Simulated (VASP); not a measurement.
# ZrS (Fmmm) in VASP: further runs, part 2 of 3

VASP 6.6.1. The steps go on from the part before.

## Step 3: Single point, r2SCAN (strain -0.0300 x Voigt [1, -1, 0, 0, 0, 0])

POSCAR reads:

```
ZrS
1.0
    0.0000000000      2.7037500000      2.6250000000
    2.5462500000      0.0000000000      2.6250000000
    2.5462500000      2.7037500000      0.0000000000
Zr S
1 1
Direct
    0.0000000000      0.0000000000      0.0000000000
    0.5000000000      0.5000000000      0.5000000000
```

INCAR.step1 reads:

```
PREC     = Accurate       # precision mode
ENCUT    = 520            # plane-wave cutoff, eV
ISMEAR   = 0              # smearing method
SIGMA    = 0.15           # smearing width, eV
LREAL    = F              # projectors in reciprocal space
LASPH    = T              # aspherical terms in the spheres
NELM     = 80             # most SCF steps
NBANDS   = 16             # bands
GGA      = PE             # functional
ALGO     = Normal         # electronic algorithm
EDIFF    = 1E-4           # SCF threshold, eV
LWAVE    = T              # write WAVECAR
LCHARG   = F              # write CHGCAR
```

INCAR.step2 reads:

```
PREC     = Accurate       # precision mode
ENCUT    = 520            # plane-wave cutoff, eV
EDIFF    = 1E-6           # SCF threshold, eV
ISMEAR   = 0              # smearing method
SIGMA    = 0.15           # smearing width, eV
LREAL    = F              # projectors in reciprocal space
LASPH    = T              # aspherical terms in the spheres
NELM     = 80             # most SCF steps
ALGO     = Normal         # electronic algorithm
ISIF     = 2              # what is computed and relaxed
LWAVE    = F              # write WAVECAR
LCHARG   = F              # write CHGCAR
METAGGA  = R2SCAN         # meta-GGA
LMIXTAU  = T            
NBANDS   = 16             # bands
ISTART   = 1
```

KPOINTS reads:

```
regular mesh
0
Gamma
  16 16 16
```

Potentials or basis: VASP PAW PBE potentials, release 64 (Zr_sv, S).

The run is started by

```sh
$ cat potpaw_PBE.64/Zr_sv/POTCAR potpaw_PBE.64/S/POTCAR > POTCAR
$ cp INCAR.step1 INCAR
$ mpirun -np 1 vasp_std > vasp.out
$ cp INCAR.step2 INCAR
$ mpirun -np 1 vasp_std > vasp.out
```

OUTCAR:

```text
PREC = Accurate
   ENCUT = 520
   EDIFF = 1E-6
   ISMEAR = 0
   LREAL = F
   LASPH = T
   NELM = 80
   ISIF = 2
   METAGGA = R2SCAN
   ISTART = 1

 ion  position               nearest neighbor table
   1  0.000  0.000  0.000-   2 2.55   2 2.55   2 2.62   2 2.62   2 2.70   2 2.70
   2  0.500  0.500  0.500-   1 2.55   1 2.55   1 2.62   1 2.62   1 2.70   1 2.70

  LATTYP: Found a face centered orthorhombic cell.
 ALAT       =     5.0925000000
 B/A-ratio  =     1.0309278351
 C/A-ratio  =     1.0618556701

  Lattice vectors:

 A1 = (   0.0000000000,   2.7037500000,  -2.6250000000)
 A2 = (   2.5462500000,   2.7037500000,   0.0000000000)
 A3 = (   2.5462500000,   0.0000000000,  -2.6250000000)

Analysis of symmetry for initial positions (statically):
=====================================================================
 Subroutine PRICEL returns:
 Original cell was already a primitive cell.

 Routine SETGRP: Setting up the symmetry group for a
 face centered orthorhombic supercell.

 Subroutine GETGRP returns: Found  8 space group operations
 (whereof  8 operations were pure point group operations)
[... 163 lines left out ...]

 E-fermi :  10.9344     XC(G=0): -11.9650

 val. band max:       10.9310770917   @ k =   0.2500   0.0625   0.0625
 cond. band min:      10.9345224036   @ k =  -0.3125   0.2500   0.4375
 fundamental gap:      0.0034453118
 Fermi energy:        10.9344357518

 k-point     1 :       0.0000    0.0000    0.0000
  band No.  band energies     occupation
      1     -40.9192      2.00000
      2     -18.2177      2.00000
      3     -18.2007      2.00000
      4     -18.1928      2.00000
      5      -5.8664      2.00000
      6       6.8886      2.00000
[... 433 lines left out ...]
      3     -18.2094      2.00000
      4     -18.2011      2.00000
      5      -5.7304      2.00000
      6       6.1733      2.00000
[... 8 lines left out ...]
     15      19.0755      0.00000
     16      22.5030      0.00000

 [... further k-points ...]

------------------------ aborting loop because EDIFF is reached ----------------------------------------

  FORCE on cell =-STRESS in cart. coord.  units (eV):
  Direction    XX          YY          ZZ          XY          YZ          ZX
  --------------------------------------------------------------------------------------
  -------------------------------------------------------------------------------------
  Total        1.7475506     -1.8868913     -0.4916825      0.0000000      0.0000000     -0.0000000
  in kB       77.4664139    -83.6431886    -21.7955800      0.0000000      0.0000000     -0.0000000
  external PRESSURE =      -9.3241182 kB  Pullay stress =       0.0000000 kB

 VOLUME and BASIS-vectors are now :
 -----------------------------------------------------------------------------
  energy-cutoff  :      520.00
  volume of cell :       36.14
      direct lattice vectors                 reciprocal lattice vectors
     0.000000000  2.703750000  2.625000000    -0.196367207  0.184928340  0.190476190
     2.546250000  0.000000000  2.625000000     0.196367207 -0.184928340  0.190476190
     2.546250000  2.703750000  0.000000000     0.196367207  0.184928340 -0.190476190

 POSITION                                       TOTAL-FORCE (eV/Angst)
 -----------------------------------------------------------------------------------
      0.00000      0.00000      0.00000        -0.000000      0.000000      0.000000
      2.54625      2.70375      2.62500         0.000000     -0.000000     -0.000000
 -----------------------------------------------------------------------------------
    total drift:                                0.000000      0.000000      0.000000

  FREE ENERGIE OF THE ION-ELECTRON SYSTEM (eV)
  ---------------------------------------------------
  free  energy   TOTEN  =       -33.8356998940 eV

  energy  without entropy=      -33.8215835764  energy(sigma->0) =      -33.82864174
```

OUTCAR.step1:

```text
PREC = Accurate
   ENCUT = 520
   ISMEAR = 0
   LREAL = F
   LASPH = T
[... 678 lines left out ...]
 -----------------------------------------------------------------------------------
      0.00000      0.00000      0.00000         0.000000     -0.000000     -0.000000
      2.54625      2.70375      2.62500         0.000000      0.000000      0.000000
 -----------------------------------------------------------------------------------
    total drift:                                0.000000      0.000000      0.000000

  FREE ENERGIE OF THE ION-ELECTRON SYSTEM (eV)
  ---------------------------------------------------
  free  energy   TOTEN  =       -15.3653552793 eV

  energy  without entropy=      -15.3505152539  energy(sigma->0) =      -15.35793527
```

Run time: 24 min. Hardware: 1 thread of Intel Xeon 8259CL, shared host; peak memory 0.45 GiB.

What came out:

```
Free energy            : -33.8357 eV
Pressure               : -0.9 GPa
Band gap on the k mesh : zero (band 9 reaches 12.35 eV, above the bottom of band 10 at 9.50 eV)
```

Levels at points of the mesh, in eV from the Fermi level:
```
           k point  band 5  band 6  band 7  band 8  band 9  band 10  band 11  band 12  band 13  band 14
(0.00, 0.00, 0.00)  -16.80   -4.05   -3.98   -3.89   -1.73    -1.41    -1.09    -0.84    -0.63     2.49
(0.50, 0.00, 0.00)  -15.20   -8.50   -6.47   -6.43    1.41     1.62     1.90     2.08     5.33     5.73
(0.50, 0.50, 0.00)  -15.94   -6.76   -4.94   -4.91   -3.51     0.50     2.17     2.59     3.08     3.65
(0.50, 0.00, 0.50)  -15.98   -6.92   -4.82   -4.78   -3.56     0.39     2.32     2.47     3.06     3.64
(0.00, 0.50, 0.50)  -15.91   -6.55   -5.09   -5.08   -3.50     0.70     2.22     2.48     3.08     3.63
```

Caveat: the cell differs from its parent crystal (strain -0.0300 x Voigt [1, -1, 0, 0, 0, 0]); the PAW data sets were made with another functional, which shifts forces and pressure a little.

## Step 4: Single point, r2SCAN (strain -0.0600 x Voigt [1, -1, 0, 0, 0, 0])

POSCAR reads:

```
ZrS
1.0
    0.0000000000      2.7825000000      2.6250000000
    2.4675000000      0.0000000000      2.6250000000
    2.4675000000      2.7825000000      0.0000000000
Zr S
1 1
Direct
    0.0000000000      0.0000000000      0.0000000000
    0.5000000000      0.5000000000      0.5000000000
```

INCAR.step1 reads:

```
SYSTEM = ZrS
PREC = Accurate
ENCUT = 520
ISMEAR = 0
SIGMA = 0.15
LREAL = .FALSE.
LASPH = .TRUE.
NELM = 100
NBANDS = 16
GGA = PE
ALGO = Normal
EDIFF = 1E-4
LWAVE = .TRUE.
LCHARG = .FALSE.
```

INCAR.step2 reads:

```
SYSTEM = ZrS
PREC = Accurate
ENCUT = 520
EDIFF = 1E-6
ISMEAR = 0
SIGMA = 0.15
LREAL = .FALSE.
LASPH = .TRUE.
NELM = 100
ALGO = Normal
ISIF = 2
LWAVE = .FALSE.
LCHARG = .FALSE.
METAGGA = R2SCAN
LMIXTAU = .TRUE.
NBANDS = 16
ISTART = 1
```

KPOINTS reads:

```
Automatic mesh
0
G
  16 16 16
  0 0 0
```

Potentials or basis: VASP PAW PBE potentials, release 64 (Zr_sv, S).

The run is started by

```sh
$ cat potpaw_PBE.64/Zr_sv/POTCAR potpaw_PBE.64/S/POTCAR > POTCAR
$ cp INCAR.step1 INCAR
$ mpirun -np 1 vasp_std > vasp.out
$ cp INCAR.step2 INCAR
$ mpirun -np 1 vasp_std > vasp.out
```

OUTCAR:

```text
SYSTEM = ZrS
   PREC = Accurate
   ENCUT = 520
   EDIFF = 1E-6
   ISMEAR = 0
   LREAL = .FALSE.
   LASPH = .TRUE.
   NELM = 100
   ISIF = 2
   METAGGA = R2SCAN
   ISTART = 1

 ion  position               nearest neighbor table
   1  0.000  0.000  0.000-   2 2.47   2 2.47   2 2.62   2 2.62   2 2.78   2 2.78
   2  0.500  0.500  0.500-   1 2.47   1 2.47   1 2.62   1 2.62   1 2.78   1 2.78

  LATTYP: Found a face centered orthorhombic cell.
 ALAT       =     4.9350000000
 B/A-ratio  =     1.0638297872
 C/A-ratio  =     1.1276595745

  Lattice vectors:

 A1 = (   0.0000000000,   2.7825000000,  -2.6250000000)
 A2 = (   2.4675000000,   2.7825000000,   0.0000000000)
 A3 = (   2.4675000000,   0.0000000000,  -2.6250000000)

Analysis of symmetry for initial positions (statically):
=====================================================================
 Subroutine PRICEL returns:
 Original cell was already a primitive cell.

 Routine SETGRP: Setting up the symmetry group for a
 face centered orthorhombic supercell.

 Subroutine GETGRP returns: Found  8 space group operations
 (whereof  8 operations were pure point group operations)
 out of a pool of  8 trial point group operations.

The static configuration has the point symmetry D_2h.

Analysis of symmetry for dynamics (positions and initial velocities):
=====================================================================
 Subroutine PRICEL returns:
 Original cell was already a primitive cell.

 Routine SETGRP: Setting up the symmetry group for a
 face centered orthorhombic supercell.

 Subroutine GETGRP returns: Found  8 space group operations
 (whereof  8 operations were pure point group operations)
 out of a pool of  8 trial point group operations.

The dynamic configuration has the point symmetry D_2h.

 Subroutine INISYM returns: Found  8 space group operations
 (whereof  8 operations are pure point group operations),
 and found     1 'primitive' translations

----------------------------------------------------------------------------------------

                                     Primitive cell

  volume of cell :      36.0455

  direct lattice vectors                    reciprocal lattice vectors
     0.000000000  2.782500000  2.625000000    -0.202634245  0.179694519  0.190476190
     2.467500000  0.000000000  2.625000000     0.202634245 -0.179694519  0.190476190
     2.467500000  2.782500000  0.000000000     0.202634245  0.179694519 -0.190476190

  length of vectors
     3.825301459  3.602663078  3.718986757     0.331107138  0.331107138  0.331107138

  position of ions in fractional coordinates (direct lattice)
     0.000000000  0.000000000  0.000000000
     0.500000000  0.500000000  0.500000000

  ion indices of the primitive-cell ions
   primitive index   ion index
                 1           1
                 2           2

----------------------------------------------------------------------------------------

 KPOINTS: Automatic mesh

Automatic generation of k-mesh.
 Grid dimensions read from file:
 generate k-points for:   16   16   16

 Generating k-lattice:

  Cartesian coordinates                     Fractional coordinates (reciprocal lattice)
    -0.012664640  0.011230907  0.011904762     0.062500000  0.000000000  0.000000000
     0.012664640 -0.011230907  0.011904762     0.000000000  0.062500000  0.000000000
     0.012664640  0.011230907 -0.011904762    -0.000000000 -0.000000000  0.062500000

  Length of vectors
     0.020694196  0.020694196  0.020694196

  Shift w.r.t. Gamma in fractional coordinates (k-lattice)
     0.000000000  0.000000000  0.000000000

 Subroutine IBZKPT returns following result:
 ===========================================

 Found    621 irreducible k-points:

 Following reciprocal coordinates:
            Coordinates               Weight
  0.000000  0.000000  0.000000      1.000000
  0.062500  0.000000 -0.000000      8.000000
  0.125000  0.000000 -0.000000      8.000000
  0.187500  0.000000 -0.000000      8.000000
  0.250000  0.000000 -0.000000      8.000000
  0.312500  0.000000 -0.000000      8.000000
[... 16 lines left out ...]
 -0.125000  0.062500  0.000000      8.000000
 -0.062500  0.062500  0.000000      4.000000
 [... further k-points ...]
   k-points           NKPTS =    621   k-points in BZ     NKDIM =    621   number of bands    NBANDS=     16
   number of dos      NEDOS =    301   number of ions     NIONS =      2
   total plane-waves  NPLWV =  21952
   dimension x,y,z NGX =    28 NGY =   28 NGZ =   28
   dimension x,y,z NGXF=    56 NGYF=   56 NGZF=   56
   ions per type =               1   1
   NGX,Y,Z   is equivalent  to a cutoff of  12.17, 12.92, 12.52 a.u.
   NGXF,Y,Z  is equivalent  to a cutoff of  24.34, 25.84, 25.03 a.u.
 SYSTEM =  ZrS
   PREC   = accura    normal or accurate (medium, high low for compatibility)
   ISTART =      1    job   : 0-new  1-cont  2-samecut
   ICHARG =      0    charge: 1-file 2-atom 10-const
   ISPIN  =      1    spin polarized calculation?
   LNONCOLLINEAR =      F non collinear calculations
   LSORBIT =      F    spin-orbit coupling
   LASPH  =      T    aspherical Exc in radial PAW
   ENCUT  =  520.0 eV  38.22 Ry    6.18 a.u.   7.11  6.70  6.91*2*pi/ulx,y,z
   NELM   =    100;   NELMIN=  2; NELMDL=  0     # of ELM steps
   EDIFF  = 0.1E-05   stopping-criterion for ELM
   LREAL  =      F    real-space projection
   EDIFFG = 0.1E-04   stopping-criterion for IOM
   NSW    =      0    number of steps for IOM
   IBRION =     -1    ionic relax: 0-MD 1-quasi-New 2-CG
   NFREE  =      0    steps in history (QN), initial steepest desc. (CG)
   ISIF   =      2    stress and relaxation
   ISYM   =      2    0-nonsym 1-usesym 2-fastsym
   POTIM  = 0.5000    time-step for ionic-motion
   TEBEG  =    0.0;   TEEND  =   0.0 temperature during run
   PSTRESS=    0.0 pullay stress
   NELECT =      18.0000    total number of electrons
   NUPDOWN=      -1.0000    fix difference up-down
   EMIN   =  10.00;   EMAX   =-10.00  energy-range for DOS
   EFERMI =   0.00;   METHOD = LEGACY
   ISMEAR =     0;   SIGMA  =   0.15  broadening in eV -4-tet -1-fermi 0-gaus
   EFERMI_NEDOS =   21; number of points for ismear=-14 and -15
   IALGO  =     38    algorithm
   IMIX   =      4    mixing-type and parameters
     AMIX     =   0.40;   BMIX     =  1.00
     AMIX_MAG =   1.60;   BMIX_MAG =  1.00
  volume/ion in A,a.u.               =      18.02       121.62
  Fermi-wavevector in a.u.,A,eV,Ry     =   1.298818  2.454411 22.952068  1.686929
  Thomas-Fermi vector in A             =   2.430122
   LORBIT       =      0    0 simple, 1 ext, 2 COOP (PROOUT), +10 PAW based schemes
   METAGGA = R2SCAN    functional components
   LHFCALC =     F    Hartree Fock is set to
   AEXX    =    0.0000 exact exchange contribution
   IVDW    =     0    specifies the selected vdW correction
   LEPSILON=     F    determine dielectric tensor
   LRPA    =     F    only Hartree local field effects (RPA)
 non-spin polarized calculation
 Gauss-broadening in eV      SIGMA  =   0.15
  energy-cutoff  :      520.00
  volume of cell :       36.05
 maximum number of plane-waves:       989
   NGX = 15   NGY = 13   NGZ = 13

 number of electron      18.0000000 magnetization

 Free energy of the ion-electron system (eV)
  ---------------------------------------------------
  ext. energy  EPLUGINS =         0.00000000
  ---------------------------------------------------
  free energy    TOTEN  =       -33.66985174 eV

  energy without entropy =      -33.65593494  energy(sigma->0) =      -33.66289334

 E-fermi :  10.9334     XC(G=0): -11.9690

 val. band max:       10.9297138364   @ k =   0.1250   0.1875   0.0625
 cond. band min:      10.9408961866   @ k =  -0.3125   0.3750   0.2500
 fundamental gap:      0.0111823501
 Fermi energy:        10.9334236761

 k-point     1 :       0.0000    0.0000    0.0000
  band No.  band energies     occupation
      1     -40.8597      2.00000
      2     -18.1947      2.00000
      3     -18.1415      2.00000
      4     -18.1323      2.00000
      5      -5.8811      2.00000
      6       6.8504      2.00000
[... 8 lines left out ...]
     15      18.7469      0.00000
     16      22.7124      0.00000
[... 419 lines left out ...]
 k-point    24 :      -0.0625    0.0625    0.0000
  band No.  band energies     occupation
      1     -40.8568      2.00000
      2     -18.2202      2.00000
      3     -18.1509      2.00000
      4     -18.1437      2.00000
      5      -5.7362      2.00000
      6       6.1695      2.00000
[... 8 lines left out ...]
     15      19.1431      0.00000
     16      22.5487      0.00000

 [... further k-points ...]
[... 5 lines left out ...]
  --------------------------------------------------------------------------------------
  -------------------------------------------------------------------------------------
  Total        4.7342549     -2.6714304     -0.4661806      0.0000000      0.0000000      0.0000000
  in kB      210.4314175   -118.7415739    -20.7211142      0.0000000      0.0000000      0.0000000
  external PRESSURE =      23.6562431 kB  Pullay stress =       0.0000000 kB

 VOLUME and BASIS-vectors are now :
 -----------------------------------------------------------------------------
  energy-cutoff  :      520.00
  volume of cell :       36.05
      direct lattice vectors                 reciprocal lattice vectors
     0.000000000  2.782500000  2.625000000    -0.202634245  0.179694519  0.190476190
     2.467500000  0.000000000  2.625000000     0.202634245 -0.179694519  0.190476190
     2.467500000  2.782500000  0.000000000     0.202634245  0.179694519 -0.190476190

 POSITION                                       TOTAL-FORCE (eV/Angst)
 -----------------------------------------------------------------------------------
      0.00000      0.00000      0.00000         0.000000     -0.000000     -0.000000
      2.46750      2.78250      2.62500        -0.000000      0.000000      0.000000
 -----------------------------------------------------------------------------------
    total drift:                               -0.000000      0.000000      0.000000

  FREE ENERGIE OF THE ION-ELECTRON SYSTEM (eV)
  ---------------------------------------------------
  free  energy   TOTEN  =       -33.6698517447 eV

  energy  without entropy=      -33.6559349426  energy(sigma->0) =      -33.66289334
```

OSZICAR.step1:

```text
N       E                     dE             d eps       ncg     rms          rms(c)
DAV:   1     0.123447351076E+03    0.12345E+03   -0.95925E+03 19888   0.110E+03
DAV:   2    -0.107767678386E+02   -0.13422E+03   -0.12940E+03 26048   0.281E+02
DAV:   3    -0.160731360583E+02   -0.52964E+01   -0.52581E+01 31872   0.496E+01
DAV:   4    -0.161608149544E+02   -0.87679E-01   -0.87636E-01 24776   0.579E+00
DAV:   5    -0.161624242592E+02   -0.16093E-02   -0.16093E-02 29712   0.626E-01    0.159E+01
DAV:   6    -0.152425032513E+02    0.91992E+00   -0.19964E+00 24344   0.971E+00    0.738E+00
DAV:   7    -0.152123515160E+02    0.30152E-01   -0.21467E-01 28928   0.295E+00    0.314E+00
DAV:   8    -0.152086770103E+02    0.36745E-02   -0.30917E-02 23072   0.121E+00    0.492E-01
DAV:   9    -0.152077521351E+02    0.92488E-03   -0.45941E-03 24488   0.422E-01    0.156E-01
DAV:  10    -0.152077508027E+02    0.13323E-05   -0.58792E-04 23664   0.233E-01
   1 F= -.15207751E+02 E0= -.15200477E+02  d E =-.145472E-01
```

Run time: 13 min. Hardware: 1 thread of AMD EPYC 9R45 (Zen 5), shared host; peak memory 0.42 GiB.

What came out:

| Quantity | Value |
| --- | --- |
| Free energy | -33.6699 eV |
| Pressure | 2.4 GPa |
| Band gap on the k mesh | zero (band 9 reaches 12.31 eV, above the bottom of band 10 at 9.45 eV) |

Stress tensor (GPa, compression positive):
```
 21.04   0.00   0.00
  0.00 -11.87   0.00
  0.00   0.00  -2.07
```

Levels at points of the mesh, in eV from the Fermi level:
| k point | band 6 | band 7 | band 8 | band 9 | band 10 | band 11 | band 12 | band 13 |
| --- | --- | --- | --- | --- | --- | --- | --- | --- |
| (0.00, 0.00, 0.00) | -4.08 | -3.98 | -3.73 | -2.01 | -1.37 | -1.12 | -0.72 | -0.64 |
| (0.50, 0.00, 0.00) | -8.52 | -6.54 | -6.44 | 1.38 | 1.82 | 2.04 | 2.07 | 4.90 |
| (0.50, 0.50, 0.00) | -6.76 | -4.88 | -4.79 | -3.47 | 0.38 | 1.94 | 2.77 | 3.17 |
| (0.50, 0.00, 0.50) | -7.04 | -4.69 | -4.54 | -3.59 | 0.24 | 2.29 | 2.47 | 3.11 |
| (0.00, 0.50, 0.50) | -6.26 | -5.22 | -5.16 | -3.46 | 0.87 | 1.98 | 2.59 | 3.18 |

Caveat: the cell differs from its parent crystal (strain -0.0600 x Voigt [1, -1, 0, 0, 0, 0]); the PAW data sets were made with another functional, which shifts forces and pressure a little.

(Continued in part 3 of 3.)
